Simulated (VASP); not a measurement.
Write the native input for VASP 6.6.1 that does the following.

- Task: single point
- Functional: PBE
- Potentials or basis: VASP PAW PBE potentials, release 64 (Li_sv, Nb_sv, O)
- Cutoff: 520 eV
- k mesh: 6 × 6 × 6
- Occupations: gaussian, width 0.05 eV
- Spin: no spin polarisation
- Dipole correction: no
- Further INCAR settings: ALGO = Normal; EDIFF = 1e-06; NBANDS = 45

The structure of LiNbO3 lies in POSCAR:

```
LiNbO3
1.0
    2.4837680470      1.4340041506      4.6920034254
   -2.4837680470      1.4340041506      4.6920034254
    0.0000000000     -2.8680083011      4.6920034254
Li Nb O
2 2 6
Direct
    0.2815913687      0.2815913687      0.2815913687
    0.7815913687      0.7815913687      0.7815913687
    0.0004900497      0.0004900497      0.0004900497
    0.5004900497      0.5004900497      0.5004900497
    0.1104619503      0.3580262714      0.7211003599
    0.7211003599      0.1104619503      0.3580262714
    0.3580262714      0.7211003599      0.1104619503
    0.2211003599      0.8580262714      0.6104619503
    0.8580262714      0.6104619503      0.2211003599
    0.6104619503      0.2211003599      0.8580262714
```

This cell differs from its parent crystal: volume 10.027 Å^3 an atom, c/a of the conventional cell 2.8336.

These files were run (other wordings do the same):

INCAR

```
SYSTEM = LiNbO3
  PREC = Accurate
  ENCUT = 520
  EDIFF = 1E-6
  ISMEAR = 0
  SIGMA = 0.05
  LREAL = .FALSE.
  LASPH = .TRUE.
  NELM = 80
  ALGO = Normal
  ISIF = 2
  LWAVE = .FALSE.
  LCHARG = .FALSE.
  GGA = PE
  NBANDS = 45
```

KPOINTS

```
regular mesh
0
G
  6 6 6
  0 0 0
```

Potentials or basis: VASP PAW PBE potentials, release 64 (Li_sv, Nb_sv, O).

The run is started by

```sh
$ cat potpaw_PBE.64/Li_sv/POTCAR potpaw_PBE.64/Nb_sv/POTCAR potpaw_PBE.64/O/POTCAR > POTCAR
$ mpirun -np 1 vasp_std > vasp.out
```

Results of the run:

The largest force is 1.456 eV/Å and the band gap on the k mesh is 3.93 eV, indirect (least direct gap 3.94 eV).

Caveat: forces of over 1 eV/Å act on the atoms, so gaps and moduli don't describe the material at rest.

It took 110 s on 1 thread of AMD EPYC 9R45 (Zen 5), on a shared host, peak memory 0.27 GiB.
